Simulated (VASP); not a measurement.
Input of a VASP 6.6.1 run:

The input INCAR:

```
SYSTEM = HCl
PREC = Accurate
ENCUT = 520
EDIFF = 1E-6
ISMEAR = 0
SIGMA = 0.01
LREAL = .False.
LASPH = .True.
NELM = 80
ALGO = Normal
ISIF = 2
LWAVE = .False.
LCHARG = .False.
GGA = CA
NBANDS = 11
```

The input KPOINTS:

```
Automatic mesh
0
Gamma
  6 6 6
  0 0 0
```

POSCAR

```
HCl
1.0
    0.0000000000      3.4081898358      3.4083410983
    1.5304107753      0.0000000000      3.4083410983
    1.5304107753      3.4081898358      0.0000000000
H Cl
1 1
Direct
    0.0000000000      0.0000000000      0.0000000000
    0.5000000000      0.5000000000      0.5000000000
```

Potentials or basis: VASP PAW LDA potentials, release 64 (H, Cl).

The run is started by

```bash
$ cat potpaw_LDA.64/H/POTCAR potpaw_LDA.64/Cl/POTCAR > POTCAR
$ mpirun -np 1 vasp_std > vasp.out
```

(1) Predict the band gap on the k mesh.

(2) Predict the pressure.

## Answers

(1) 2.65 eV, indirect (least direct gap 3.00 eV).

(2) -0.5 GPa.
